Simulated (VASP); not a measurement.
A run of VASP 6.6.1:

The input POSCAR:

```
Co
1.0
    2.2521736835      0.0000000000      0.0000000000
    0.0000000000      2.2521736835      0.0000000000
    0.0000000000      0.0000000000      2.2521736835
Co
1
Direct
    0.0000000000      0.0000000000      0.0000000000
```

The input INCAR.step1:

```
SYSTEM = Co
PREC     = Accurate       ! precision mode
ENCUT    = 520            ! plane-wave cutoff, eV
ISMEAR   = -1             ! smearing method
SIGMA    = 0.1            ! smearing width, eV
LREAL    = .FALSE.        ! projectors in reciprocal space
LASPH    = .TRUE.         ! aspherical terms in the spheres
NELM     = 150            ! most SCF steps
LNONCOLLINEAR= .TRUE.         ! non-collinear magnetism
MAGMOM   = 0 0 0          ! initial moments
LSORBIT  = .TRUE.         ! spin-orbit coupling
GGA_COMPAT= .FALSE.      
LMAXMIX  = 4              ! l up to which the mixer works
NBANDS   = 20             ! bands
GGA      = PE             ! functional
ALGO     = Normal         ! electronic algorithm
EDIFF    = 1E-4           ! SCF threshold, eV
LWAVE    = .TRUE.         ! write WAVECAR
LCHARG   = .FALSE.        ! write CHGCAR
```

INCAR.step2

```
SYSTEM = Co
PREC     = Accurate       ! precision mode
ENCUT    = 520            ! plane-wave cutoff, eV
EDIFF    = 1E-6           ! SCF threshold, eV
ISMEAR   = -1             ! smearing method
SIGMA    = 0.1            ! smearing width, eV
LREAL    = .FALSE.        ! projectors in reciprocal space
LASPH    = .TRUE.         ! aspherical terms in the spheres
NELM     = 150            ! most SCF steps
ALGO     = Normal         ! electronic algorithm
ISIF     = 2              ! what is computed and relaxed
LWAVE    = .FALSE.        ! write WAVECAR
LCHARG   = .FALSE.        ! write CHGCAR
LNONCOLLINEAR= .TRUE.         ! non-collinear magnetism
MAGMOM   = 0 0 0          ! initial moments
LORBIT   = 11             ! projections on sites
LSORBIT  = .TRUE.         ! spin-orbit coupling
GGA_COMPAT= .FALSE.      
LORBMOM  = .TRUE.       
LMAXMIX  = 4              ! l up to which the mixer works
METAGGA  = R2SCAN         ! meta-GGA
LMIXTAU  = .TRUE.       
NBANDS   = 20             ! bands
ISTART   = 1
```

The input KPOINTS:

```
regular mesh
0
G
  14 14 14
  0 0 0
```

Potentials or basis: VASP PAW PBE potentials, release 64 (Co).

Command:

```sh
$ cat potpaw_PBE.64/Co/POTCAR > POTCAR
$ cp INCAR.step1 INCAR
$ mpirun -np 1 vasp_ncl > vasp.out
$ cp INCAR.step2 INCAR
$ mpirun -np 1 vasp_ncl > vasp.out
```

Hardware: 1 thread of AMD EPYC 7R13 Processor (Zen 3), with other jobs on the host.

Task: Estimate the wall time of this run.

Result: It took 5.9 min on 1 thread of AMD EPYC 7R13 Processor (Zen 3), with other jobs on the host, peak memory 0.15 GiB. Counts: k points 120.
